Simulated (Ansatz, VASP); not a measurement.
# MnS in VASP and in Ansatz

File INCAR:

```
SYSTEM = MnS
PREC = Accurate
ENCUT = 500
EDIFF = 1E-6
ISMEAR = 0
SIGMA = 0.05
LREAL = .FALSE.
LASPH = .TRUE.
NELM = 200
ALGO = Normal
ISIF = 2
LWAVE = .FALSE.
LCHARG = .FALSE.
ISPIN = 2
MAGMOM = 4.58 0
LORBIT = 11
LMAXMIX = 4
GGA = PE
NBANDS = 20
GGA_COMPAT = .FALSE.
```

KPOINTS

```
Automatic mesh
0
G
  6 6 6
  0 0 0
```

POSCAR

```
MnS
1.0
    0.0000000000      2.8070758196      2.8070758196
    2.8070758196      0.0000000000      2.8070758196
    2.8070758196      2.8070758196      0.0000000000
Mn S
1 1
Direct
    0.0000000000      0.0000000000      0.0000000000
    0.2500000000      0.2500000000      0.2500000000
```

Input for Ansatz:

```yaml
crystal:
  lattice:
    - [0.0, 2.8070758196, 2.8070758196]
    - [2.8070758196, 0.0, 2.8070758196]
    - [2.8070758196, 2.8070758196, 0.0]
  atoms:
    - { symbol: Mn, position: [0.0, 0.0, 0.0], spin: 4.58 }
    - { symbol: S, position: [0.25, 0.25, 0.25] }
basis:
  ecutwfc: 420
  ecutrho_ratio: 4
kpoints:
  mp_grid: { grid: [6, 6, 6] }
hamiltonian:
  xc: pbe
scf:
  occupations: { method: gaussian, width: 0.05 }
output:
  forces: true
  stress: true
  eigenvalues: true
  populations: true
magnetization:
  spin_polarized: true
```

Alike in both runs: task single point; functional PBE; k mesh 6 × 6 × 6; occupations gaussian, width 0.05 eV; collinear spin.

```csv
,VASP,Ansatz
version,VASP 6.6.1,Ansatz 0.2.0
potentials or method,"VASP PAW PBE potentials, release 64 (Mn_pv, S), cutoff 500 eV","scalar-relativistic, plane waves, PAW"
valence electrons in the cell,19,21
```

|  | VASP | Ansatz | Ansatz less VASP |
| --- | --- | --- | --- |
| gap on the k mesh at the Fermi level (eV) | none | none | - |
| pressure (GPa) | 1.0 | 1.0 | -0.01 |
| net moment per atom (μB) | 2.48 | 2.48 | 0.000 |
| size of the moment on the site where the two differ most (μB) | 4.36 | 4.19 | -0.167 |

Site moments also hang on the region over which each program counts them. A gap of «none» marks a metal or a gap that the smearing closes. The functional is the same, so the differences come from potentials, cutoffs and numerics. VASP's potentials hold 19 valence electrons a cell and Ansatz's 21, so a difference there can come from the potentials and not from the codes.
